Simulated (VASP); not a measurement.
# AlCo (P1) in VASP: relaxation of cell and atoms with PBE

Aim: the relaxation of cell and atoms of AlCo with PBE.

All numbers are computed with VASP 6.6.1; they aren't measurements. Logs are shortened: lines on timing, memory, paths and dates and some standing lists are left out, and cuts for length are marked.

## Step 1: The cell of the first run

The typed cell holds 2 atoms: a = 2.630 Å, b = 3.015 Å, c = 2.914 Å, α = 92.89°, β = 92.03°, γ = 88.39°.

## Step 2: Relaxation of cell and atoms, PBE

INCAR

```
SYSTEM = AlCo
PREC     = Accurate       ! precision mode
ENCUT    = 600            ! plane-wave cutoff, eV
EDIFF    = 1E-7           ! SCF threshold, eV
ISMEAR   = 0              ! smearing method
SIGMA    = 0.15           ! smearing width, eV
LREAL    = .False.        ! projectors in reciprocal space
LASPH    = .True.         ! aspherical terms in the spheres
NELM     = 80             ! most SCF steps
ALGO     = Fast           ! electronic algorithm
ISIF     = 3              ! what is computed and relaxed
LWAVE    = .False.        ! write WAVECAR
LCHARG   = .False.        ! write CHGCAR
GGA      = PE             ! functional
IBRION   = 2              ! ionic algorithm
NSW      = 100            ! ionic steps
EDIFFG   = -0.01          ! ionic threshold
```

KPOINTS

```
Automatic mesh
0
Gamma
  12 12 12
  0 0 0
```

POSCAR

```
AlCo
1.0
    2.6287947045      0.0387172053     -0.0484243880
    0.0387172053      3.0139400589     -0.0744867673
   -0.0484243880     -0.0744867673      2.9129724468
Al Co
1 1
Direct
   -0.0002738765      0.0015243397     -0.0024234610
    0.5002738765      0.4984756603      0.5024234610
```

Potentials or basis: VASP PAW PBE potentials, release 64 (Al, Co).

Command:

```console
$ cat potpaw_PBE.64/Al/POTCAR potpaw_PBE.64/Co/POTCAR > POTCAR
$ mpirun -np 1 vasp_std > vasp.out
```

OUTCAR:

```text
SYSTEM = AlCo
   PREC = Accurate
   ENCUT = 600
   EDIFF = 1E-7
   ISMEAR = 0
   LREAL = .False.
   LASPH = .True.
   NELM = 80
   ISIF = 3
   GGA = PE
   IBRION = 2
   NSW = 100
   EDIFFG = -0.01

 ion  position               nearest neighbor table
   1  1.000  0.002  0.998-   2 2.42   2 2.43   2 2.43   2 2.44   2 2.45   2 2.48   2 2.55   2 2.58

   2  0.500  0.498  0.502-   1 2.42   1 2.43   1 2.43   1 2.44   1 2.45   1 2.48   1 2.55   1 2.58

  LATTYP: Found a triclinic cell.
 ALAT       =     2.9143269679
 B/A-ratio  =     1.4021265138
 C/A-ratio  =     0.9022754669
 COS(alpha) =     0.0045754401
 COS(beta)  =     0.0353947624
 COS(gamma) =     0.6759731491

  Lattice vectors:

 A1 = (  -0.0484243880,  -0.0744867673,   2.9129724468)
 A2 = (  -0.0097071827,   2.9394532916,   2.8384856795)
 A3 = (  -2.6287947045,  -0.0387172053,   0.0484243880)

Analysis of symmetry for initial positions (statically):
=====================================================================
 Subroutine PRICEL returns:
 Original cell was already a primitive cell.

 Routine SETGRP: Setting up the symmetry group for a
 triclinic supercell.

 Subroutine GETGRP returns: Found  1 space group operations
 (whereof  1 operations were pure point group operations)
 out of a pool of  2 trial point group operations.

The static configuration has the point symmetry C_1 .

Analysis of symmetry for dynamics (positions and initial velocities):
=====================================================================
 Subroutine PRICEL returns:
 Original cell was already a primitive cell.

 Routine SETGRP: Setting up the symmetry group for a
 triclinic supercell.

 Subroutine GETGRP returns: Found  1 space group operations
 (whereof  1 operations were pure point group operations)
 out of a pool of  2 trial point group operations.

The dynamic configuration has the point symmetry C_1 .

 Subroutine INISYM returns: Found  1 space group operations
 (whereof  1 operations are pure point group operations),
 and found     1 'primitive' translations

----------------------------------------------------------------------------------------

                                     Primitive cell

  volume of cell :      23.0538

  direct lattice vectors                    reciprocal lattice vectors
[... 118 lines left out ...]
 conjugate gradient relaxation of ions
 non-spin polarized calculation
 RMM-DIIS sequential band-by-band and
 Gauss-broadening in eV      SIGMA  =   0.15
  energy-cutoff  :      600.00
  volume of cell :       23.05
 maximum number of plane-waves:       784
 NGX is ok and might be reduce to    24
   NGX = 11   NGY = 13   NGZ = 11

--------------------------------------- Ionic step        1  -------------------------------------------

 number of electron      12.0000001 magnetization

 Free energy of the ion-electron system (eV)
  ---------------------------------------------------
  ext. energy  EPLUGINS =         0.00000000
  ---------------------------------------------------
  free energy    TOTEN  =       -11.80636764 eV

  energy without entropy =      -11.79327701  energy(sigma->0) =      -11.79982232

------------------------ aborting loop because EDIFF is reached ----------------------------------------

  FORCE on cell =-STRESS in cart. coord.  units (eV):
  Direction    XX          YY          ZZ          XY          YZ          ZX
  --------------------------------------------------------------------------------------
  -------------------------------------------------------------------------------------
  Total        3.0707760     -0.6631017     -0.7627981     -0.4232660      1.0122841      0.5516622
  in kB      213.4104538    -46.0837347    -53.0123646    -29.4158160     70.3509506     38.3389986
  external PRESSURE =      38.1047848 kB  Pullay stress =       0.0000000 kB
[... 89 lines left out ...]
  FREE ENERGIE OF THE ION-ELECTRON SYSTEM (eV)
  ---------------------------------------------------
  free  energy   TOTEN  =       -11.9691647528 eV

  energy  without entropy=      -11.9579407394  energy(sigma->0) =      -11.96355275

[... ionic steps 4 to 10 ...]

--------------------------------------- Ionic step       11  -------------------------------------------

 number of electron      11.9999996 magnetization

------------------------ aborting loop because EDIFF is reached ----------------------------------------
[... 67 lines left out ...]
--------------------------------------- Ionic step       13  -------------------------------------------

 number of electron      11.9999996 magnetization

 Free energy of the ion-electron system (eV)
  ---------------------------------------------------
  ext. energy  EPLUGINS =         0.00000000
  ---------------------------------------------------
  free energy    TOTEN  =       -11.99281771 eV

  energy without entropy =      -11.98308367  energy(sigma->0) =      -11.98795069

 E-fermi :  10.5552     XC(G=0): -12.2602

 val. band max:       10.5514345333   @ k =   0.0000   0.4167   0.4167
 cond. band min:      10.5695380849   @ k =   0.5000  -0.4167   0.1667
 fundamental gap:      0.0181035516
 Fermi energy:        10.5552292254

 k-point     1 :       0.0000    0.0000    0.0000
  band No.  band energies     occupation
      1      -0.5067      2.00000
      2       7.6066      2.00000
      3       7.6070      2.00000
      4       9.7184      2.00000
      5       9.7196      2.00000
      6       9.7198      2.00000
      7      16.5150      0.00000
      8      16.5210      0.00000
      9      16.5267      0.00000
     10      19.2904      0.00000
[... 287 lines left out ...]
 k-point    24 :       0.3333    0.1667    0.0000
  band No.  band energies     occupation
      1       2.0095      2.00000
      2       6.6236      2.00000
      3       8.0380      2.00000
      4       8.8210      2.00000
      5       9.0831      2.00000
      6       9.5850      2.00000
      7      11.3620      0.00000
      8      15.6666      0.00000
      9      19.6738      0.00000
     10      19.9096      0.00000

 [... further k-points ...]

------------------------ aborting loop because EDIFF is reached ----------------------------------------

  FORCE on cell =-STRESS in cart. coord.  units (eV):
  Direction    XX          YY          ZZ          XY          YZ          ZX
  --------------------------------------------------------------------------------------
  -------------------------------------------------------------------------------------
  Total        0.0098358      0.0133301      0.0159583     -0.0030175     -0.0079476      0.0037682
  in kB        0.6800611      0.9216560      1.1033764     -0.2086358     -0.5495065      0.2605400
  external PRESSURE =       0.9016979 kB  Pullay stress =       0.0000000 kB
[... 17 lines left out ...]
  FREE ENERGIE OF THE ION-ELECTRON SYSTEM (eV)
  ---------------------------------------------------
  free  energy   TOTEN  =       -11.9928177077 eV

  energy  without entropy=      -11.9830836676  energy(sigma->0) =      -11.98795069

 reached required accuracy - stopping structural energy minimisation
```

OSZICAR:

```text
N       E                     dE             d eps       ncg     rms          rms(c)
DAV:   1     0.389761961027E+02    0.38976E+02   -0.59545E+03 17424   0.142E+03
DAV:   2    -0.120004638847E+02   -0.50977E+02   -0.48411E+02 17442   0.201E+02
DAV:   3    -0.134100703031E+02   -0.14096E+01   -0.13932E+01 20414   0.430E+01
[... 132 lines left out ...]
RMM:   3    -0.119928377376E+02    0.10882E-02   -0.20533E-03 17360   0.821E-01    0.429E-02
RMM:   4    -0.119928194198E+02    0.18318E-04   -0.34470E-05 17360   0.723E-02    0.115E-02
RMM:   5    -0.119928178650E+02    0.15548E-05   -0.12982E-05 17372   0.525E-02    0.430E-03
RMM:   6    -0.119928177632E+02    0.10180E-06   -0.21485E-06 17413   0.227E-02    0.269E-03
RMM:   7    -0.119928177077E+02    0.55546E-07   -0.85525E-07 16967   0.124E-02
  13 F= -.11992818E+02 E0= -.11987951E+02  d E =-.115479E-04
```

Wall time 19 min (1 thread of Intel Xeon Platinum 8259CL at 2.50GHz (Skylake/Cascade Lake), shared host); peak memory 0.45 GiB.

Results:

| Item | Value |
| --- | --- |
| Free energy | -11.9928 eV |
| Relaxed volume | 11.59 Å³/atom |
| Relaxed cell | a = 2.851 Å, b = 2.851 Å, c = 2.851 Å, α = 89.98°, β = 90.01°, γ = 89.99° |
| Space group after relaxing (to 0.1 Å) | Pm-3m (No. 221) |
| Energy gained by relaxing | 93.2 meV/atom |
| Ionic steps | 13 |
| Pressure after relaxing | 0.1 GPa |
| Band gap on the k mesh | zero (bands 6 and 7 overlap by 2.62 eV) |

The path:
```tsv
step	energy change (eV)	largest force (eV/Å)	pressure (GPa)	volume (Å³)
1	0.0000	0.1016	3.81	23.05
2	-0.1619	0.0481	-4.82	23.90
3	-0.1628	0.0445	-5.20	23.95
4	-0.1775	0.0122	3.64	22.75
5	-0.1817	0.0231	0.60	23.12
6	-0.1855	0.0033	0.41	23.14
7	-0.1862	0.0117	0.22	23.16
8	-0.1862	0.0100	0.23	23.15
9	-0.1864	0.0034	-0.21	23.22
10	-0.1864	0.0047	-0.21	23.21
11	-0.1864	0.0048	-0.16	23.21
12	-0.1864	0.0045	-0.16	23.21
13	-0.1865	0.0005	0.09	23.17
```

Final structure:
```
Al Co
1.0
     2.85142    0.00043    0.00028
    -0.00001    2.85094    0.00195
    -0.00078   -0.00092    2.85053
Al Co
1 1
Direct
  0.00000 0.99999 0.00001
  0.50000 0.50001 0.49999
```

Caveat: the run has no spin polarisation, though such a crystal can be magnetic.
